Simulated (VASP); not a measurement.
# CdSe (F-43m) in VASP: notebook

The runs below take CdSe through single point, with PBE.

Everything below comes from runs of VASP 6.6.1. Logs are shortened: lines on timing, memory, paths and dates and some standing lists are left out, and cuts for length are marked.

## (1) The cell of the first run

It takes space group F-43m (No. 216, cubic). The conventional cell has a = 5.890 Å, b = 5.890 Å, c = 5.890 Å, α = 90.00°, β = 90.00°, γ = 90.00°. Within 3.4 Å of Cd (site symmetry -43m) lie 4 Se at 2.55 Å. Se (site symmetry -43m) has 4 Cd at 2.55 Å within 3.4 Å.

## (2) Single point, PBE (strain -4.0%)

Contents of INCAR:

```
  ALGO = Normal
  EDIFF = 1E-6
  ENCUT = 500
  GGA = PE
  GGA_COMPAT = F
  ISIF = 2
  ISMEAR = 0
  LASPH = T
  LCHARG = T
  LELF = T
  LREAL = F
  LVHAR = T
  LWAVE = F
  NBANDS = 16
  NELM = 120
  PREC = Accurate
  SIGMA = 0.01
```

Contents of KPOINTS:

```
k-points
0
Gamma
  4 4 4
```

Contents of POSCAR:

```
CdSe
1.0
    0.0000000000      2.9450697268      2.9450697268
    2.9450697268      0.0000000000      2.9450697268
    2.9450697268      2.9450697268      0.0000000000
Cd Se
1 1
Direct
    0.0000000000      0.0000000000      0.0000000000
    0.2500000000      0.2500000000      0.2500000000
```

Potentials or basis: VASP PAW PBE potentials, release 64 (Cd, Se).

Launch:

```console
$ cat potpaw_PBE.64/Cd/POTCAR potpaw_PBE.64/Se/POTCAR > POTCAR
$ mpirun -np 1 vasp_std > vasp.out
```

OUTCAR:

```text
EDIFF = 1E-6
   ENCUT = 500
   GGA = PE
   ISIF = 2
   ISMEAR = 0
   LASPH = T
   LREAL = F
   NELM = 120
   PREC = Accurate

 ion  position               nearest neighbor table
   1  0.000  0.000  0.000-   2 2.55   2 2.55   2 2.55   2 2.55
   2  0.250  0.250  0.250-   1 2.55   1 2.55   1 2.55   1 2.55

  LATTYP: Found a face centered cubic cell.
 ALAT       =     5.8901394536

  Lattice vectors:

 A1 = (   0.0000000000,   2.9450697268,   2.9450697268)
 A2 = (   2.9450697268,   0.0000000000,   2.9450697268)
 A3 = (   2.9450697268,   2.9450697268,   0.0000000000)

Analysis of symmetry for initial positions (statically):
=====================================================================
 Subroutine PRICEL returns:
 Original cell was already a primitive cell.

 Routine SETGRP: Setting up the symmetry group for a
 face centered cubic supercell.

 Subroutine GETGRP returns: Found 24 space group operations
 (whereof 24 operations were pure point group operations)
 out of a pool of 48 trial point group operations.

The static configuration has the point symmetry T_d .

Analysis of symmetry for dynamics (positions and initial velocities):
=====================================================================
 Subroutine PRICEL returns:
 Original cell was already a primitive cell.

 Routine SETGRP: Setting up the symmetry group for a
 face centered cubic supercell.

 Subroutine GETGRP returns: Found 24 space group operations
 (whereof 24 operations were pure point group operations)
 out of a pool of 48 trial point group operations.

The dynamic configuration has the point symmetry T_d .

 Subroutine INISYM returns: Found 24 space group operations
 (whereof 24 operations are pure point group operations),
 and found     1 'primitive' translations

----------------------------------------------------------------------------------------

                                     Primitive cell

  volume of cell :      51.0877

  direct lattice vectors                    reciprocal lattice vectors
     0.000000000  2.945069727  2.945069727    -0.169775267  0.169775267  0.169775267
     2.945069727  0.000000000  2.945069727     0.169775267 -0.169775267  0.169775267
     2.945069727  2.945069727  0.000000000     0.169775267  0.169775267 -0.169775267

  length of vectors
     4.164957550  4.164957550  4.164957550     0.294059389  0.294059389  0.294059389

  position of ions in fractional coordinates (direct lattice)
     0.000000000  0.000000000  0.000000000
     0.250000000  0.250000000  0.250000000

  ion indices of the primitive-cell ions
   primitive index   ion index
                 1           1
                 2           2

----------------------------------------------------------------------------------------

 KPOINTS: k-points

Automatic generation of k-mesh.
 Grid dimensions read from file:
 generate k-points for:    4    4    4

 Generating k-lattice:

  Cartesian coordinates                     Fractional coordinates (reciprocal lattice)
    -0.042443817  0.042443817  0.042443817     0.250000000  0.000000000  0.000000000
     0.042443817 -0.042443817  0.042443817     0.000000000  0.250000000  0.000000000
     0.042443817  0.042443817 -0.042443817     0.000000000  0.000000000  0.250000000

  Length of vectors
     0.073514847  0.073514847  0.073514847

  Shift w.r.t. Gamma in fractional coordinates (k-lattice)
     0.000000000  0.000000000  0.000000000

 Subroutine IBZKPT returns following result:
 ===========================================

 Found      8 irreducible k-points:

 Following reciprocal coordinates:
            Coordinates               Weight
  0.000000  0.000000  0.000000      1.000000
  0.250000  0.000000  0.000000      8.000000
  0.500000  0.000000  0.000000      4.000000
  0.250000  0.250000  0.000000      6.000000
  0.500000  0.250000  0.000000     24.000000
 -0.250000  0.250000  0.000000     12.000000
  0.500000  0.500000  0.000000      3.000000
 -0.250000  0.500000  0.250000      6.000000
   k-points           NKPTS =      8   k-points in BZ     NKDIM =      8   number of bands    NBANDS=     16
   number of dos      NEDOS =    301   number of ions     NIONS =      2
   total plane-waves  NPLWV =  27000
   dimension x,y,z NGX =    30 NGY =   30 NGZ =   30
   dimension x,y,z NGXF=    60 NGYF=   60 NGZF=   60
   ions per type =               1   1
   NGX,Y,Z   is equivalent  to a cutoff of  11.97, 11.97, 11.97 a.u.
   NGXF,Y,Z  is equivalent  to a cutoff of  23.95, 23.95, 23.95 a.u.
 SYSTEM =  unknown system
   PREC   = accura    normal or accurate (medium, high low for compatibility)
   ISTART =      0    job   : 0-new  1-cont  2-samecut
   ICHARG =      2    charge: 1-file 2-atom 10-const
   ISPIN  =      1    spin polarized calculation?
   LNONCOLLINEAR =      F non collinear calculations
   LSORBIT =      F    spin-orbit coupling
   LASPH  =      T    aspherical Exc in radial PAW
[... 86 lines left out ...]
      9       1.3072      2.00000
     10       4.2514      0.00000
     11       7.9029      0.00000
     12       8.2662      0.00000
     13       8.2662      0.00000
     14      11.9804      0.00000
     15      11.9804      0.00000
     16      12.0589      0.00000

 k-point     3 :       0.5000    0.0000    0.0000
  band No.  band energies     occupation
      1     -10.9255      2.00000
      2      -6.4326      2.00000
      3      -6.4326      2.00000
      4      -6.0354      2.00000
      5      -6.0354      2.00000
      6      -5.6884      2.00000
      7      -3.2169      2.00000
      8       0.8925      2.00000
      9       0.8925      2.00000
     10       4.2828      0.00000
     11       8.2189      0.00000
     12       8.2189      0.00000
     13       9.4515      0.00000
     14      12.1399      0.00000
     15      14.2435      0.00000
     16      14.2435      0.00000

 k-point     4 :       0.2500    0.2500    0.0000
  band No.  band energies     occupation
      1     -11.0854      2.00000
      2      -6.3964      2.00000
      3      -6.3964      2.00000
      4      -6.3857      2.00000
      5      -6.0820      2.00000
      6      -6.0282      2.00000
      7      -0.9504      2.00000
      8       0.5489      2.00000
      9       0.5489      2.00000
     10       5.2751      0.00000
     11       5.9525      0.00000
     12       9.6377      0.00000
     13       9.6377      0.00000
     14       9.6916      0.00000
     15      13.5802      0.00000
     16      15.6796      0.00000

 k-point     5 :       0.5000    0.2500    0.0000
  band No.  band energies     occupation
      1     -10.8543      2.00000
      2      -6.3805      2.00000
      3      -6.3188      2.00000
      4      -6.1603      2.00000
      5      -6.0216      2.00000
      6      -5.6565      2.00000
      7      -2.6457      2.00000
      8      -0.5653      2.00000
      9       0.1841      2.00000
     10       5.5361      0.00000
     11       7.1109      0.00000
     12       9.0384      0.00000
     13       9.8911      0.00000
     14      12.1041      0.00000
     15      14.4797      0.00000
     16      15.2554      0.00000

 k-point     6 :      -0.2500    0.2500    0.0000
  band No.  band energies     occupation
      1     -10.9302      2.00000
      2      -6.4009      2.00000
      3      -6.3906      2.00000
      4      -6.0967      2.00000
      5      -6.0809      2.00000
      6      -5.8272      2.00000
      7      -2.2261      2.00000
      8      -0.6496      2.00000
      9       0.8643      2.00000
     10       5.8042      0.00000
     11       7.6701      0.00000
     12       8.3020      0.00000
     13       9.0024      0.00000
     14      11.5407      0.00000
     15      13.5263      0.00000
     16      15.3379      0.00000

 k-point     7 :       0.5000    0.5000    0.0000
  band No.  band energies     occupation
      1     -10.7792      2.00000
      2      -6.3373      2.00000
      3      -6.2096      2.00000
      4      -6.2096      2.00000
      5      -5.9893      2.00000
      6      -5.6106      2.00000
      7      -2.7635      2.00000
      8      -0.4210      2.00000
      9      -0.4210      2.00000
     10       4.7143      0.00000
     11       5.5925      0.00000
     12      11.4024      0.00000
     13      12.5782      0.00000
     14      12.5782      0.00000
     15      14.3194      0.00000
     16      15.5136      0.00000

 k-point     8 :      -0.2500    0.5000    0.2500
  band No.  band energies     occupation
      1     -10.7809      2.00000
      2      -6.3263      2.00000
      3      -6.2989      2.00000
      4      -6.1105      2.00000
      5      -6.0674      2.00000
      6      -5.4311      2.00000
      7      -2.6897      2.00000
      8      -0.8754      2.00000
      9      -0.8289      2.00000
     10       6.9773      0.00000
     11       7.2328      0.00000
     12       8.4275      0.00000
     13       9.3745      0.00000
     14      12.9705      0.00000
     15      14.8502      0.00000
     16      15.3680      0.00000

------------------------ aborting loop because EDIFF is reached ----------------------------------------

  FORCE on cell =-STRESS in cart. coord.  units (eV):
  Direction    XX          YY          ZZ          XY          YZ          ZX
  --------------------------------------------------------------------------------------
  -------------------------------------------------------------------------------------
  Total        3.3427127      3.3427127      3.3427127      0.0000000      0.0000000     -0.0000000
  in kB      104.8317627    104.8317627    104.8317627      0.0000000      0.0000000     -0.0000000
  external PRESSURE =     104.8317627 kB  Pullay stress =       0.0000000 kB

 VOLUME and BASIS-vectors are now :
 -----------------------------------------------------------------------------
  energy-cutoff  :      500.00
  volume of cell :       51.09
      direct lattice vectors                 reciprocal lattice vectors
     0.000000000  2.945069727  2.945069727    -0.169775267  0.169775267  0.169775267
     2.945069727  0.000000000  2.945069727     0.169775267 -0.169775267  0.169775267
     2.945069727  2.945069727  0.000000000     0.169775267  0.169775267 -0.169775267

 POSITION                                       TOTAL-FORCE (eV/Angst)
 -----------------------------------------------------------------------------------
      0.00000      0.00000      0.00000         0.000000      0.000000      0.000000
      1.47253      1.47253      1.47253        -0.000000     -0.000000     -0.000000
 -----------------------------------------------------------------------------------
    total drift:                                0.000000      0.000000      0.000000

  FREE ENERGIE OF THE ION-ELECTRON SYSTEM (eV)
  ---------------------------------------------------
  free  energy   TOTEN  =        -5.2041821092 eV

  energy  without entropy=       -5.2041821092  energy(sigma->0) =       -5.20418211
```

Run time: 11 s. Hardware: 1 thread of Intel Xeon Platinum 8488C (Sapphire Rapids), shared host; peak memory 0.16 GiB.

What came out:

```yaml
Free_energy: -5.2042 eV
Pressure: 10.5 GPa
Band_gap_on_the_k_mesh: 0.79 eV, direct
```

Levels at points of the mesh, in eV from the valence-band top:
```tsv
k point	band 5	band 6	band 7	band 8	band 9	band 10	band 11	band 12	band 13	band 14
(0.00, 0.00, 0.00)	-7.86	-7.86	0.00	0.00	0.00	0.79	5.89	5.89	5.89	10.16
(0.50, 0.00, 0.00)	-7.83	-7.48	-5.01	-0.90	-0.90	2.49	6.42	6.42	7.66	10.35
(0.50, 0.50, 0.00)	-7.78	-7.40	-4.56	-2.21	-2.21	2.92	3.80	9.61	10.78	10.78
```

Caveat: the k points lie up to 0.46 Å⁻¹ apart; the cell differs from its parent crystal (strain -4.0%).

## (3) Single point, PBE (strain -3.0%)

Contents of INCAR:

```
PREC = Accurate ; ENCUT = 500
EDIFF = 1E-6 ; ISMEAR = 0
SIGMA = 0.01 ; LREAL = False
LASPH = True ; NELM = 120
ALGO = Normal ; ISIF = 2
LWAVE = False ; LCHARG = False
GGA = PE ; NBANDS = 16
GGA_COMPAT = False
```

Contents of KPOINTS:

```
regular mesh
0
Gamma
  4 4 4
```

Contents of POSCAR:

```
CdSe
1.0
    0.0000000000      2.9757475364      2.9757475364
    2.9757475364      0.0000000000      2.9757475364
    2.9757475364      2.9757475364      0.0000000000
Cd Se
1 1
Direct
    0.0000000000      0.0000000000      0.0000000000
    0.2500000000      0.2500000000      0.2500000000
```

Potentials or basis: VASP PAW PBE potentials, release 64 (Cd, Se).

Launch:

```console
$ cat potpaw_PBE.64/Cd/POTCAR potpaw_PBE.64/Se/POTCAR > POTCAR
$ mpirun -np 1 vasp_std > vasp.out
```

Wall time 9.8 s (1 thread of Intel Xeon Platinum 8488C (Sapphire Rapids), shared host); peak memory 0.17 GiB.

The run converged. Its results:

| Property | Result |
| --- | --- |
| Free energy | -5.2961 eV |
| Pressure | 7.9 GPa |
| Band gap on the k mesh | 0.73 eV, direct |

Levels at points of the mesh, in eV from the valence-band top:
```csv
k point,band 5,band 6,band 7,band 8,band 9,band 10,band 11,band 12,band 13,band 14
"(0.00, 0.00, 0.00)",-7.76,-7.76,0.00,0.00,0.00,0.73,5.91,5.91,5.91,10.04
"(0.50, 0.00, 0.00)",-7.73,-7.41,-4.80,-0.85,-0.85,2.46,6.43,6.43,7.59,10.24
"(0.50, 0.50, 0.00)",-7.69,-7.34,-4.40,-2.09,-2.09,2.99,3.79,9.44,10.60,10.60
```

Caveat: the k points lie up to 0.46 Å⁻¹ apart; the cell differs from its parent crystal (strain -3.0%).

## (4) Single point, PBE (strain -2.0%)

Contents of INCAR:

```
SYSTEM = CdSe
PREC = Accurate
ENCUT = 500
EDIFF = 1E-6
ISMEAR = 0
SIGMA = 0.01
LREAL = .False.
LASPH = .True.
NELM = 120
ALGO = Normal
ISIF = 2
LWAVE = .False.
LCHARG = .False.
GGA = PE
NBANDS = 16
GGA_COMPAT = .False.
```

Contents of KPOINTS:

```
Automatic mesh
0
Gamma
  4 4 4
  0 0 0
```

Contents of POSCAR:

```
CdSe
1.0
    0.0000000000      3.0064253461      3.0064253461
    3.0064253461      0.0000000000      3.0064253461
    3.0064253461      3.0064253461      0.0000000000
Cd Se
1 1
Direct
    0.0000000000      0.0000000000      0.0000000000
    0.2500000000      0.2500000000      0.2500000000
```

Launch:

```console
$ cat potpaw_PBE.64/Cd/POTCAR potpaw_PBE.64/Se/POTCAR > POTCAR
$ mpirun -np 1 vasp_std > vasp.out
```

Wall time 7.3 s (1 thread of Intel Xeon Platinum 8488C (Sapphire Rapids), shared host); peak memory 0.17 GiB.

It converged, with:

```
Free energy            : -5.3648 eV
Pressure               : 5.6 GPa
Band gap on the k mesh : 0.67 eV, direct
```

Levels at points of the mesh, in eV from the valence-band top:
```csv
k point,band 6,band 7,band 8,band 9,band 10,band 11,band 12,band 13
"(0.00, 0.00, 0.00)",-7.68,0.00,0.00,0.00,0.67,5.91,5.91,5.91
"(0.50, 0.00, 0.00)",-7.35,-4.61,-0.80,-0.80,2.42,6.43,6.43,7.51
"(0.50, 0.50, 0.00)",-7.28,-4.25,-1.98,-1.98,3.05,3.77,9.29,10.41
```

Caveat: the k points lie up to 0.45 Å⁻¹ apart; the cell differs from its parent crystal (strain -2.0%).

## (5) Single point, PBE (strain -1.0%)

Contents of INCAR:

```
  PREC = Accurate
  ENCUT = 500
  EDIFF = 1E-6
  ISMEAR = 0
  SIGMA = 0.01
  LREAL = False
  LASPH = True
  NELM = 120
  ALGO = Normal
  ISIF = 2
  LWAVE = False
  LCHARG = False
  GGA = PE
  NBANDS = 16
  GGA_COMPAT = False
```

Contents of KPOINTS:

```
Automatic mesh
0
Gamma
  4 4 4
```

Contents of POSCAR:

```
CdSe
1.0
    0.0000000000      3.0371031557      3.0371031557
    3.0371031557      0.0000000000      3.0371031557
    3.0371031557      3.0371031557      0.0000000000
Cd Se
1 1
Direct
    0.0000000000      0.0000000000      0.0000000000
    0.2500000000      0.2500000000      0.2500000000
```

Launch:

```console
$ cat potpaw_PBE.64/Cd/POTCAR potpaw_PBE.64/Se/POTCAR > POTCAR
$ mpirun -np 1 vasp_std > vasp.out
```

Run time: 10 s. Hardware: 1 thread of Intel Xeon Platinum 8488C (Sapphire Rapids), shared host; peak memory 0.17 GiB.

The run converged. Its results:

```yaml
Free_energy: -5.4127 eV
Pressure: 3.6 GPa
Band_gap_on_the_k_mesh: 0.60 eV, direct
```

Levels at points of the mesh, in eV from the valence-band top:
```csv
k point,band 7,band 8,band 9,band 10,band 11,band 12
"(0.00, 0.00, 0.00)",0.00,0.00,0.00,0.60,5.91,5.91
"(0.50, 0.00, 0.00)",-4.42,-0.76,-0.76,2.38,6.42,6.42
"(0.50, 0.50, 0.00)",-4.11,-1.87,-1.87,3.11,3.75,9.14
```

Caveat: the k points lie up to 0.45 Å⁻¹ apart; the cell differs from its parent crystal (strain -1.0%).

## (6) Single point, PBE (strain +1.0%)

Contents of INCAR:

```
PREC = Accurate
ENCUT = 500
EDIFF = 1E-6
ISMEAR = 0
SIGMA = 0.01
LREAL = F
LASPH = T
NELM = 120
ALGO = Normal
ISIF = 2
LWAVE = F
LCHARG = F
GGA = PE
NBANDS = 16
GGA_COMPAT = F
```

KPOINTS is that of step 5.

Contents of POSCAR:

```
CdSe
1.0
    0.0000000000      3.0984587751      3.0984587751
    3.0984587751      0.0000000000      3.0984587751
    3.0984587751      3.0984587751      0.0000000000
Cd Se
1 1
Direct
    0.0000000000      0.0000000000      0.0000000000
    0.2500000000      0.2500000000      0.2500000000
```

Potentials or basis: VASP PAW PBE potentials, release 64 (Cd, Se).

Launch:

```console
$ cat potpaw_PBE.64/Cd/POTCAR potpaw_PBE.64/Se/POTCAR > POTCAR
$ mpirun -np 1 vasp_std > vasp.out
```

Run time: 10 s. Hardware: 1 thread of Intel Xeon Platinum 8488C (Sapphire Rapids), shared host; peak memory 0.17 GiB.

The run converged. Its results:

* Free energy: -5.4540 eV
* Pressure: 0.4 GPa
* Band gap on the k mesh: 0.48 eV, direct

Levels at points of the mesh, in eV from the valence-band top:
```
           k point  band 6  band 7  band 8  band 9  band 10  band 11  band 12  band 13
(0.00, 0.00, 0.00)   -7.48    0.00    0.00    0.00     0.48     5.91     5.91     5.91
(0.50, 0.00, 0.00)   -7.22   -4.08   -0.67   -0.67     2.30     6.41     6.41     7.25
(0.50, 0.50, 0.00)   -7.16   -3.85   -1.67   -1.67     3.22     3.68     8.86     9.87
```

Caveat: the k points lie up to 0.44 Å⁻¹ apart; the cell differs from its parent crystal (strain +1.0%).

## (7) Summary

| cell | gap on the mesh (eV) | pressure (GPa) |
| --- | --- | --- |
| a = 4.165 Å, angles 60.0°, 2 atoms | 0.79 | 10.5 |
| a = 4.208 Å, angles 60.0°, 2 atoms | 0.73 | 7.9 |
| a = 4.252 Å, angles 60.0°, 2 atoms | 0.67 | 5.6 |
| a = 4.295 Å, angles 60.0°, 2 atoms | 0.60 | 3.6 |
| a = 4.382 Å, angles 60.0°, 2 atoms | 0.48 | 0.4 |

Alike in all rows: task single point; level PBE; potentials or basis VASP PAW PBE potentials, release 64 (Cd, Se); no spin polarisation; k mesh 4 × 4 × 4; cutoff (eV) 500; smearing gaussian 0.01 eV.

Caveats: all runs use coarse meshes.

Total energies depend on the potentials used, so only differences within one code and one set of settings carry meaning.
